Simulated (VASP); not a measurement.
Wanted: the native input for a VASP 6.6.1 run.

```yaml
Task: single point
Functional: PBE
Potentials_or_basis: VASP PAW PBE potentials, release 64 (H)
Cutoff: 520 eV
k_mesh: 2 × 2 × 2, shifted
Occupations: fermi-dirac, width 0.02 eV
Spin: no spin polarisation
Dipole_correction: no
Further_INCAR_settings: LREAL = Auto; ALGO = Normal; EDIFF = 1e-07; NBANDS = 22
```

The structure of H lies in POSCAR:

```
H
1.0
   -3.3830689400      3.3830689400     -4.1169479800
   -3.3830689400     -3.3830689400      4.1169479800
    3.3830689400      3.3830689400      4.1169479800
H
16
Direct
    0.4704160714      1.0096484638      0.4595851831
    0.5475090910      0.4192388002      0.5111650972
    0.0914778875      0.9499532986      0.5174829512
   -0.0309171944      0.4864644172      0.4758143238
    0.5547080279      1.0101790638      1.0042275149
    0.4214682069      0.4366619690      0.8883051448
   -0.0337567759      0.9744139616      0.8861043512
   -0.0493132132      0.4901050471      0.9187820932
    0.4167881368      0.4647647637      0.0058681146
    0.4208523460     -0.0063904366     -0.0051819186
    0.0341200555      0.6024532996      0.0410640599
   -0.0257353609      0.0362915335      0.0036180935
    0.5420338848      0.4834175064      0.6105077336
    0.6190447304      0.0791434169      0.5701443481
    0.0419774183      0.5892829719      0.6036540949
   -0.0206733889     -0.0256278643      0.5088585834
```

This cell differs from its parent crystal: dynamics (nvt nose hoover) at 200 K, volume x 1.0, from the last frame before.

The input as run:

INCAR

```
ALGO = Normal
EDIFF = 1E-7
ENCUT = 520
GGA = PE
ISIF = 2
ISMEAR = -1
LASPH = True
LCHARG = False
LREAL = Auto
LWAVE = False
NBANDS = 22
NELM = 100
PREC = Accurate
SIGMA = 0.02
```

KPOINTS

```
Automatic mesh
0
Gamma
  2 2 2
  0.5 0.5 0.5
```

Potentials or basis: VASP PAW PBE potentials, release 64 (H).

The run is started by

```bash
$ cat potpaw_PBE.64/H/POTCAR > POTCAR
$ mpirun -np 1 vasp_std > vasp.out
```

It gave:

```yaml
Pressure: 0.4 GPa
Largest_force: 1.254 eV/Å
Band_gap_on_the_k_mesh: 9.04 eV (least direct gap 9.13 eV)
```

Caveat: the k points lie up to 0.60 Å⁻¹ apart; the atoms stand as in a frame of molecular dynamics; a shifted mesh leaves out Γ, where band edges can lie; forces of over 1 eV/Å act on the atoms, so gaps and moduli don't describe the material at rest.

Wall time 58 s on 1 thread of Intel Xeon 8259CL, with other jobs on the host, peak memory 0.29 GiB.
